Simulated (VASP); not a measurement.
Write the native input for VASP 6.6.1 that does the following.

```
Task                   : single point
Functional             : PBEsol
Potentials or basis    : VASP PAW PBE potentials, release 64 (C)
Cutoff                 : 520 eV
k mesh                 : 12 × 12 × 12
Occupations            : gaussian, width 0.02 eV
Spin                   : no spin polarisation
Dipole correction      : no
Further INCAR settings : ALGO = Normal; EDIFF = 1e-06; NBANDS = 11
```

The structure of C lies in POSCAR:

```
C
1.0
    0.0000000000      1.7769210200      1.7769210200
    1.7769210200      0.0000000000      1.7769210200
    1.7769210200      1.7769210200      0.0000000000
C
2
Direct
    0.5000000000      0.5000000000      0.5000000000
    0.7500000000      0.7500000000      0.7500000000
```

These files were run (other wordings do the same):

INCAR

```
SYSTEM = C
PREC = Accurate ; ENCUT = 520
EDIFF = 1E-6 ; ISMEAR = 0
SIGMA = 0.02 ; LREAL = .False.
LASPH = .True. ; NELM = 100
ALGO = Normal ; ISIF = 2
LWAVE = .False. ; LCHARG = .False.
GGA = PS ; NBANDS = 11
```

KPOINTS

```
Automatic mesh
0
Gamma
  12 12 12
  0 0 0
```

Potentials or basis: VASP PAW PBE potentials, release 64 (C).

Launch:

```sh
$ cat potpaw_PBE.64/C/POTCAR > POTCAR
$ mpirun -np 1 vasp_std > vasp.out
```

Results of the run:

```
Pressure               : 1.1 GPa
Band gap on the k mesh : 4.06 eV, indirect (least direct gap 5.57 eV)
```

Caveat: the PAW data sets were made with another functional, which shifts forces and pressure a little.

Run time: 3.4 s on 1 thread of Intel(R) Xeon(R) 6975P-C (Granite Rapids) (shared host), peak memory 0.12 GiB.
